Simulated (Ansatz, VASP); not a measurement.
Two plane-wave programs on C

```xyz
8
Lattice="2.4455 0.0000 0.0000 0.0000 4.2335 0.0000 -0.0674 0.0000 6.7353" Properties=species:S:1:pos:R:3 pbc="T T T"
C     1.1891    2.8224    3.3677
C    -0.0337    3.5278    3.3677
C     1.2228    0.7057    0.0000
C     0.0000    1.4111    0.0000
C     0.0000    2.8224    0.0000
C     1.2228    3.5278    0.0000
C    -0.0337    0.7057    3.3677
C     1.1891    1.4111    3.3677
```

Change from the starting cell: shear of c along a, cell held, atoms relaxed: -1.0 %.

Alike in both runs: functional LDA; k mesh 14 × 8 × 6; occupations gaussian, width 0.1 eV; no spin polarisation.

Ansatz relaxed the structure, and its values are those at the end. VASP's run is a single point on that final structure, the one shown.

|  | VASP | Ansatz |
| --- | --- | --- |
| version | VASP 6.6.1 | Ansatz 0.2.0 |
| potentials or method | VASP PAW LDA potentials, release 64 (C), cutoff 520 eV | scalar-relativistic, plane waves, PAW |
| valence electrons in the cell | 32 | 32 |

Ansatz gave:

| Property | Result |
| --- | --- |
| gap on the k mesh at the Fermi level (eV) | none |
| pressure (GPa) | 0.0 |
| rms of the force components (eV/Å) | 0.004 |

Which values does VASP return?

gap on the k mesh at the Fermi level (eV): none; pressure (GPa): 0.8; rms of the force components (eV/Å): 0.004.

LDA's correlation is that of Perdew and Zunger in VASP and of Perdew and Wang (1992) in Ansatz. A gap of «none» marks a metal or a gap that the smearing closes. Ansatz's warnings: stress scf threshold loose.
